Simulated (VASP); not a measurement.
# W (Fm-3m) in VASP: a series of runs

Aim: see how the results for W move with the level of theory and the settings. Levels: PBEsol, r2SCAN. Tasks: single point.

All numbers are computed with VASP 6.6.1; they aren't measurements. Logs are shortened: lines on timing, memory, paths and dates and some standing lists are left out, and cuts for length are marked.

**1. The cell of the first run**

Symmetry: Fm-3m, No. 225, cubic system. Conventional cell: a = 4.087 Å, b = 4.087 Å, c = 4.087 Å, α = 90.00°, β = 90.00°, γ = 90.00°. W (site symmetry m-3m) has 12 W at 2.89 Å within 3.8 Å.

**2. Single point, PBEsol**

INCAR

```
PREC = Accurate
ENCUT = 520
EDIFF = 1E-6
ISMEAR = -1
SIGMA = 0.05
LREAL = False
LASPH = True
NELM = 100
ALGO = Normal
ISIF = 2
LWAVE = False
LCHARG = False
GGA = PS
NBANDS = 13
```

KPOINTS

```
regular mesh
0
Gamma
  11 11 11
```

POSCAR

```
W
1.0
    0.0000000000      2.0434441004      2.0434441004
    2.0434441004      0.0000000000      2.0434441004
    2.0434441004      2.0434441004      0.0000000000
W
1
Direct
    0.0000000000      0.0000000000      0.0000000000
```

Potentials or basis: VASP PAW PBE potentials, release 64 (W_sv).

The run is started by

```
$ cat potpaw_PBE.64/W_sv/POTCAR > POTCAR
$ mpirun -np 1 vasp_std > vasp.out
```

OUTCAR:

```text
PREC = Accurate
   ENCUT = 520
   EDIFF = 1E-6
   ISMEAR = -1
   LREAL = False
   LASPH = True
   NELM = 100
   ISIF = 2
   GGA = PS

 ion  position               nearest neighbor table
   1  0.000  0.000  0.000-

  LATTYP: Found a face centered cubic cell.
 ALAT       =     4.0868882008

  Lattice vectors:

 A1 = (   0.0000000000,   2.0434441004,   2.0434441004)
 A2 = (   2.0434441004,   0.0000000000,   2.0434441004)
 A3 = (   2.0434441004,   2.0434441004,   0.0000000000)

Analysis of symmetry for initial positions (statically):
=====================================================================
 Subroutine PRICEL returns:
 Original cell was already a primitive cell.

 Routine SETGRP: Setting up the symmetry group for a
 face centered cubic supercell.

 Subroutine GETGRP returns: Found 48 space group operations
 (whereof 48 operations were pure point group operations)
 out of a pool of 48 trial point group operations.

The static configuration has the point symmetry O_h .

Analysis of symmetry for dynamics (positions and initial velocities):
=====================================================================
 Subroutine PRICEL returns:
 Original cell was already a primitive cell.

 Routine SETGRP: Setting up the symmetry group for a
 face centered cubic supercell.

 Subroutine GETGRP returns: Found 48 space group operations
 (whereof 48 operations were pure point group operations)
 out of a pool of 48 trial point group operations.

The dynamic configuration has the point symmetry O_h .

 Subroutine INISYM returns: Found 48 space group operations
 (whereof 48 operations are pure point group operations),
 and found     1 'primitive' translations

----------------------------------------------------------------------------------------

                                     Primitive cell

  volume of cell :      17.0655

  direct lattice vectors                    reciprocal lattice vectors
     0.000000000  2.043444100  2.043444100    -0.244684941  0.244684941  0.244684941
     2.043444100  0.000000000  2.043444100     0.244684941 -0.244684941  0.244684941
     2.043444100  2.043444100  0.000000000     0.244684941  0.244684941 -0.244684941

  length of vectors
     2.889866361  2.889866361  2.889866361     0.423806750  0.423806750  0.423806750

  position of ions in fractional coordinates (direct lattice)
     0.000000000  0.000000000  0.000000000

  ion indices of the primitive-cell ions
   primitive index   ion index
                 1           1

----------------------------------------------------------------------------------------

 KPOINTS: regular mesh

Automatic generation of k-mesh.
 Grid dimensions read from file:
 generate k-points for:   11   11   11

 Generating k-lattice:

  Cartesian coordinates                     Fractional coordinates (reciprocal lattice)
    -0.022244086  0.022244086  0.022244086     0.090909091  0.000000000  0.000000000
     0.022244086 -0.022244086  0.022244086     0.000000000  0.090909091  0.000000000
     0.022244086  0.022244086 -0.022244086     0.000000000  0.000000000  0.090909091

  Length of vectors
     0.038527886  0.038527886  0.038527886

  Shift w.r.t. Gamma in fractional coordinates (k-lattice)
     0.000000000  0.000000000  0.000000000

 Subroutine IBZKPT returns following result:
 ===========================================

 Found     56 irreducible k-points:

 Following reciprocal coordinates:
            Coordinates               Weight
  0.000000  0.000000  0.000000      1.000000
  0.090909  0.000000  0.000000      8.000000
  0.181818  0.000000  0.000000      8.000000
  0.272727  0.000000  0.000000      8.000000
  0.363636  0.000000  0.000000      8.000000
  0.454545  0.000000  0.000000      8.000000
[... 16 lines left out ...]
 -0.272727  0.181818  0.000000     24.000000
 -0.181818  0.181818  0.000000     12.000000
 [... further k-points ...]
   k-points           NKPTS =     56   k-points in BZ     NKDIM =     56   number of bands    NBANDS=     13
   number of dos      NEDOS =    301   number of ions     NIONS =      1
   total plane-waves  NPLWV =  13824
   dimension x,y,z NGX =    24 NGY =   24 NGZ =   24
   dimension x,y,z NGXF=    48 NGYF=   48 NGZF=   48
   ions per type =               1
   NGX,Y,Z   is equivalent  to a cutoff of  13.81, 13.81, 13.81 a.u.
   NGXF,Y,Z  is equivalent  to a cutoff of  27.61, 27.61, 27.61 a.u.
 SYSTEM =  unknown system
   PREC   = accura    normal or accurate (medium, high low for compatibility)
   ISTART =      0    job   : 0-new  1-cont  2-samecut
   ICHARG =      2    charge: 1-file 2-atom 10-const
   ISPIN  =      1    spin polarized calculation?
   LNONCOLLINEAR =      F non collinear calculations
   LSORBIT =      F    spin-orbit coupling
   LASPH  =      T    aspherical Exc in radial PAW
   ENCUT  =  520.0 eV  38.22 Ry    6.18 a.u.   5.37  5.37  5.37*2*pi/ulx,y,z
   NELM   =    100;   NELMIN=  2; NELMDL= -5     # of ELM steps
   EDIFF  = 0.1E-05   stopping-criterion for ELM
   LREAL  =      F    real-space projection
   EDIFFG = 0.1E-04   stopping-criterion for IOM
   NSW    =      0    number of steps for IOM
   IBRION =     -1    ionic relax: 0-MD 1-quasi-New 2-CG
   NFREE  =      0    steps in history (QN), initial steepest desc. (CG)
   ISIF   =      2    stress and relaxation
   ISYM   =      2    0-nonsym 1-usesym 2-fastsym
   POTIM  = 0.5000    time-step for ionic-motion
   TEBEG  =    0.0;   TEEND  =   0.0 temperature during run
   PSTRESS=    0.0 pullay stress
   NELECT =      14.0000    total number of electrons
   NUPDOWN=      -1.0000    fix difference up-down
   EMIN   =  10.00;   EMAX   =-10.00  energy-range for DOS
   EFERMI =   0.00;   METHOD = LEGACY
   ISMEAR =    -1;   SIGMA  =   0.05  broadening in eV -4-tet -1-fermi 0-gaus
   EFERMI_NEDOS =   21; number of points for ismear=-14 and -15
   IALGO  =     38    algorithm
   IMIX   =      4    mixing-type and parameters
     AMIX     =   0.40;   BMIX     =  1.00
     AMIX_MAG =   1.60;   BMIX_MAG =  1.00
  volume/ion in A,a.u.               =      17.07       115.16
  Fermi-wavevector in a.u.,A,eV,Ry     =   1.532539  2.896078 31.955656  2.348674
  Thomas-Fermi vector in A             =   2.639731
   LORBIT       =      0    0 simple, 1 ext, 2 COOP (PROOUT), +10 PAW based schemes
   GGA     = PS    functional components
   LHFCALC =     F    Hartree Fock is set to
   AEXX    =    0.0000 exact exchange contribution
   IVDW    =     0    specifies the selected vdW correction
   LEPSILON=     F    determine dielectric tensor
   LRPA    =     F    only Hartree local field effects (RPA)
 non-spin polarized calculation
  energy-cutoff  :      520.00
  volume of cell :       17.07
 maximum number of plane-waves:       477
 NGX is ok and might be reduce to    24
   NGX = 11   NGY = 11   NGZ = 11

 number of electron      14.0000001 magnetization

 Free energy of the ion-electron system (eV)
  ---------------------------------------------------
  ext. energy  EPLUGINS =         0.00000000
  ---------------------------------------------------
  free energy    TOTEN  =       -13.26449491 eV

  energy without entropy =      -13.25538745  energy(sigma->0) =      -13.25994118

 E-fermi :   9.8045     XC(G=0): -13.3388

 val. band max:        9.7660802568   @ k =  -0.2727   0.0909   0.0000
 cond. band min:       9.8246242740   @ k =   0.1818   0.0909   0.0000
 fundamental gap:      0.0585440171
 Fermi energy:         9.8045019770

 k-point     1 :       0.0000    0.0000    0.0000
  band No.  band energies     occupation
      1     -63.9148      2.00000
      2     -27.5869      2.00000
      3     -27.5869      2.00000
      4     -27.5869      2.00000
      5       0.9917      2.00000
      6       9.2772      1.99995
      7       9.2772      1.99995
      8       9.2772      1.99995
      9      12.2213      0.00000
     10      12.2213      0.00000
     11      22.5683      0.00000
     12      27.5547      0.00000
     13      27.5547      0.00000

 k-point     2 :       0.0909    0.0000    0.0000
  band No.  band energies     occupation
      1     -63.9078      2.00000
      2     -27.6717      2.00000
      3     -27.5979      2.00000
      4     -27.5979      2.00000
      5       1.3351      2.00000
      6       9.0246      2.00000
      7       9.4319      1.99884
      8       9.4319      1.99884
      9      12.0898      0.00000
     10      12.0898      0.00000
     11      23.2392      0.00000
     12      26.2354      0.00000
     13      28.1952      0.00000

 k-point     3 :       0.1818    0.0000    0.0000
  band No.  band energies     occupation
      1     -63.8889      2.00000
      2     -27.8948      2.00000
      3     -27.6272      2.00000
      4     -27.6272      2.00000
      5       2.2655      2.00000
      6       8.5193      2.00000
      7       9.7044      1.76209
      8       9.7044      1.76209
      9      11.9878      0.00000
     10      11.9878      0.00000
     11      23.8653      0.00000
     12      25.3257      0.00000
     13      29.9637      0.00000
[... 305 lines left out ...]
 k-point    23 :      -0.2727    0.1818    0.0000
  band No.  band energies     occupation
      1     -63.8345      2.00000
      2     -28.3160      2.00000
      3     -27.9141      2.00000
      4     -27.7000      2.00000
      5       5.1380      2.00000
      6       7.9334      2.00000
      7       8.5201      2.00000
      8      10.2711      0.00018
      9      11.9376      0.00000
     10      15.4126      0.00000
     11      22.2372      0.00000
     12      25.7107      0.00000
     13      26.8770      0.00000

 k-point    24 :      -0.1818    0.1818    0.0000
  band No.  band energies     occupation
      1     -63.8556      2.00000
      2     -28.1511      2.00000
      3     -27.8247      2.00000
      4     -27.6557      2.00000
      5       4.0550      2.00000
      6       7.8132      2.00000
      7       9.1936      1.99999
      8      10.7082      0.00000
      9      10.7808      0.00000
     10      14.0717      0.00000
     11      23.7456      0.00000
     12      27.2916      0.00000
     13      27.9995      0.00000

 [... further k-points ...]
[... 5 lines left out ...]
  --------------------------------------------------------------------------------------
  -------------------------------------------------------------------------------------
  Total       -1.8350345     -1.8350345     -1.8350345      0.0000000     -0.0000000      0.0000000
  in kB     -172.2806596   -172.2806596   -172.2806596      0.0000000     -0.0000000      0.0000000
  external PRESSURE =    -172.2806596 kB  Pullay stress =       0.0000000 kB

 VOLUME and BASIS-vectors are now :
 -----------------------------------------------------------------------------
  energy-cutoff  :      520.00
  volume of cell :       17.07
      direct lattice vectors                 reciprocal lattice vectors
     0.000000000  2.043444100  2.043444100    -0.244684941  0.244684941  0.244684941
     2.043444100  0.000000000  2.043444100     0.244684941 -0.244684941  0.244684941
     2.043444100  2.043444100  0.000000000     0.244684941  0.244684941 -0.244684941

 POSITION                                       TOTAL-FORCE (eV/Angst)
 -----------------------------------------------------------------------------------
      0.00000      0.00000      0.00000        -0.000000      0.000000      0.000000
 -----------------------------------------------------------------------------------
    total drift:                               -0.000000      0.000000     -0.000000

  FREE ENERGIE OF THE ION-ELECTRON SYSTEM (eV)
  ---------------------------------------------------
  free  energy   TOTEN  =       -13.2644949054 eV

  energy  without entropy=      -13.2553874460  energy(sigma->0) =      -13.25994118
```

Run time: 6.1 s. Hardware: 1 thread of AMD EPYC 9R45 (Zen 5), shared host; peak memory 0.11 GiB.

What came out:

- Free energy: -13.2645 eV
- Pressure: -17.2 GPa
- Band gap on the k mesh: zero (band 7 reaches 12.27 eV, above the bottom of band 8 at 9.28 eV)

Caveat: the PAW data sets were made with another functional, which shifts forces and pressure a little; spin-orbit coupling is left out, which moves the levels of the heavy elements.

**3. Single point, PBEsol**

This run uses another cell than the first one, of 17.73 Å³/atom, 1.039 times its volume.

INCAR

```
PREC = Accurate
ENCUT = 520
EDIFF = 1E-6
ISMEAR = -1
SIGMA = 0.05
LREAL = F
LASPH = T
NELM = 80
ALGO = Normal
ISIF = 2
LWAVE = F
LCHARG = F
GGA = PS
NBANDS = 13
```

KPOINTS

```
Automatic mesh
0
Gamma
  11 11 11
```

POSCAR

```
W
1.0
    0.0000000000      2.0698140295      2.0698140295
    2.0698140295      0.0000000000      2.0698140295
    2.0698140295      2.0698140295      0.0000000000
W
1
Direct
    0.0000000000      0.0000000000      0.0000000000
```

Potentials or basis: VASP PAW PBE potentials, release 64 (W_sv).

The run is started by

```
$ cat potpaw_PBE.64/W_sv/POTCAR > POTCAR
$ mpirun -np 1 vasp_std > vasp.out
```

Run time: 6.3 s. Hardware: 1 thread of AMD EPYC 9R45 (Zen 5), shared host; peak memory 0.11 GiB.

Results (log left out):

```
Free energy            : -13.1750 eV
Pressure               : -25.5 GPa
Band gap on the k mesh : zero (band 7 reaches 11.59 eV, above the bottom of band 8 at 8.82 eV)
```

Levels at points of the mesh, in eV from the Fermi level:
| k point | band 4 | band 5 | band 6 | band 7 | band 8 | band 9 | band 10 | band 11 |
| --- | --- | --- | --- | --- | --- | --- | --- | --- |
| (0.00, 0.00, 0.00) | -37.52 | -8.62 | -0.50 | -0.50 | -0.50 | 2.28 | 2.28 | 12.69 |

Caveat: the PAW data sets were made with another functional, which shifts forces and pressure a little; spin-orbit coupling is left out, which moves the levels of the heavy elements.

(Part 1 of 2 ends here.)
